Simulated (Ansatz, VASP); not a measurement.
**Mg2CdN2: VASP beside Ansatz**

```
CELL_PARAMETERS angstrom
3.55288 0.00000 0.00000
-1.77644 3.07689 0.00000
0.00000 0.00000 5.98383
ATOMIC_POSITIONS crystal
Mg 0.66667 0.33333 0.15344
Mg 0.33333 0.66667 0.84656
Cd 0.00000 0.00000 0.50000
N 0.66667 0.33333 0.77223
N 0.33333 0.66667 0.22777
```

Alike in both runs: task single point; functional PBE; k mesh 6 × 6 × 4; no spin polarisation.

```csv
,VASP,Ansatz
version,VASP 6.6.1,Ansatz 0.2.0
potentials or method,"VASP PAW PBE potentials, release 64 (Mg, Cd, N), cutoff 520 eV","plane waves, PAW"
occupations,"gaussian, width 0.01 eV",fixed
valence electrons in the cell,26,50
```

|  | VASP | Ansatz | Ansatz less VASP |
| --- | --- | --- | --- |
| gap on the k mesh at the Fermi level (eV) | 0.35 | 0.37 | +0.011 |

VASP's potentials hold 26 valence electrons a cell and Ansatz's 50, so a difference there can come from the potentials and not from the codes.
